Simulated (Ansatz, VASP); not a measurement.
# BP: VASP beside Ansatz

```
CELL_PARAMETERS angstrom
0.00000 2.26900 2.22362
2.26900 0.00000 2.22362
2.26900 2.26900 0.00000
ATOMIC_POSITIONS crystal
B 0.00000 0.00000 0.00000
P 0.75000 0.75000 0.75000
```

Change from the starting cell: zz strain of -2 %, crystal datasets.

Alike in both runs: task electric field gradients; functional LDA; k mesh 15 × 15 × 15; occupations fermi-dirac, width 0.05 eV; no spin polarisation.

|  | VASP | Ansatz |
| --- | --- | --- |
| version | VASP 6.6.1 | Ansatz 0.2.0 |
| potentials or method | VASP PAW LDA potentials, release 64 (B, P), cutoff 420 eV | all-electron PAW with datasets made for the crystal, scalar-relativistic |

```csv
,VASP,Ansatz,Ansatz less VASP
size of Vzz on the site where it differs most (V/Å²),0.1,0.2,+0.08
```

LDA's correlation is that of Perdew and Zunger in VASP and of Perdew and Wang (1992) in Ansatz. Ansatz ran all-electron here, and VASP with PAW potentials.
